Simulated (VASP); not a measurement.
Write the native input for VASP 6.6.1 that does the following.

```yaml
Task: single point
Functional: r2SCAN
Potentials_or_basis: VASP PAW PBE potentials, release 64 (Cd, F)
Cutoff: 520 eV
k_mesh: 8 × 8 × 8
Occupations: gaussian, width 0.01 eV
Spin: no spin polarisation
Dipole_correction: no
Further_INCAR_settings: ALGO = Normal; EDIFF = 1e-07; NBANDS = 20
```

CdF2:

```
CELL_PARAMETERS angstrom
0.00000 2.69418 2.83212
2.69418 0.00000 2.83212
2.69418 2.69418 0.00000
ATOMIC_POSITIONS crystal
Cd 0.00000 0.00000 0.00000
F 0.25000 0.25000 0.25000
F 0.75000 0.75000 0.75000
```

This cell differs from its parent crystal: uniaxial z strain +5.1%.

The input as run:

POSCAR

```
CdF2
1.0
    0.0000000000      2.6941776810      2.8321195783
    2.6941776810      0.0000000000      2.8321195783
    2.6941776810      2.6941776810      0.0000000000
Cd F
1 2
Direct
    0.0000000000      0.0000000000      0.0000000000
    0.2500000000      0.2500000000      0.2500000000
    0.7500000000      0.7500000000      0.7500000000
```

INCAR.step1

```
ALGO     = Normal         # electronic algorithm
EDIFF    = 1E-4           # SCF threshold, eV
ENCUT    = 520            # plane-wave cutoff, eV
GGA      = PE             # functional
ISMEAR   = 0              # smearing method
LASPH    = T              # aspherical terms in the spheres
LCHARG   = F              # write CHGCAR
LREAL    = F              # projectors in reciprocal space
LWAVE    = T              # write WAVECAR
NBANDS   = 20             # bands
NELM     = 60             # most SCF steps
PREC     = Accurate       # precision mode
SIGMA    = 0.01           # smearing width, eV
```

INCAR.step2

```
ALGO     = Normal         # electronic algorithm
EDIFF    = 1E-7           # SCF threshold, eV
ENCUT    = 520            # plane-wave cutoff, eV
ISIF     = 2              # what is computed and relaxed
ISMEAR   = 0              # smearing method
ISTART   = 1            
LASPH    = T              # aspherical terms in the spheres
LCHARG   = F              # write CHGCAR
LMIXTAU  = T            
LREAL    = F              # projectors in reciprocal space
LWAVE    = F              # write WAVECAR
METAGGA  = R2SCAN         # meta-GGA
NBANDS   = 20             # bands
NELM     = 60             # most SCF steps
PREC     = Accurate       # precision mode
SIGMA    = 0.01           # smearing width, eV
```

KPOINTS

```
k-points
0
Gamma
  8 8 8
```

Potentials or basis: VASP PAW PBE potentials, release 64 (Cd, F).

The run is started by

```console
$ cat potpaw_PBE.64/Cd/POTCAR potpaw_PBE.64/F/POTCAR > POTCAR
$ cp INCAR.step1 INCAR
$ mpirun -np 1 vasp_std > vasp.out
$ cp INCAR.step2 INCAR
$ mpirun -np 1 vasp_std > vasp.out
```

Results of the run:

```
Pressure               : -4.3 GPa
Band gap on the k mesh : 3.49 eV, indirect (least direct gap 4.02 eV)
```

Caveat: the cell differs from its parent crystal (uniaxial z strain +5.1%); the PAW data sets were made with another functional, which shifts forces and pressure a little.

It took 2.2 min on 1 thread of Intel(R) Xeon(R) Platinum 8488C (Sapphire Rapids), with other jobs on the host, peak memory 0.19 GiB.
